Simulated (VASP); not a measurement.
Runs of VASP 6.6.1 on Si. The structure is that of space group I4/mmm (No. 139), or close to it. The cells are those of the table. 

```tsv
cell	gap on the mesh (eV)	pressure (GPa)
a = 2.673 Å, angles 103.7, 103.7, 121.8°, 1 atom	none	-1.3
a = 2.673 Å, angles 105.0, 105.0, 118.8°, 1 atom	none	-3.0
a = 2.613 Å, angles 104.3, 104.3, 120.3°, 1 atom	none	(b)
a = 2.603 Å, angles 104.0, 104.0, 121.1°, 1 atom	none	(a)
a = 2.613 Å, angles 105.7, 105.7, 117.3°, 1 atom	none	3.3
a = 2.713 Å, angles 103.7, 103.7, 121.8°, 1 atom	none	-5.0
a = 2.732 Å, angles 104.3, 104.3, 120.3°, 1 atom	none	-7.3
a = 2.573 Å, angles 104.3, 104.3, 120.3°, 1 atom	none	10.9
a = 2.643 Å, angles 104.0, 104.0, 121.0°, 1 atom	none	1.4
a = 2.633 Å, angles 105.0, 105.0, 118.8°, 1 atom	none	1.3
a = 2.623 Å, angles 104.7, 104.7, 119.6°, 1 atom	none	2.9
a = 2.633 Å, angles 103.7, 103.7, 121.8°, 1 atom	none	3.2
```

Alike in all rows: task single point; level LDA; potentials or basis VASP PAW LDA potentials, release 64 (Si); no spin polarisation; k mesh 22 × 22 × 22; cutoff (eV) 520; smearing gaussian 0.15 eV.

Q: Estimate the missing entries.

A: (a) 6.7; (b) 4.7.

A gap of «none» marks levels without a gap at the run's occupations.
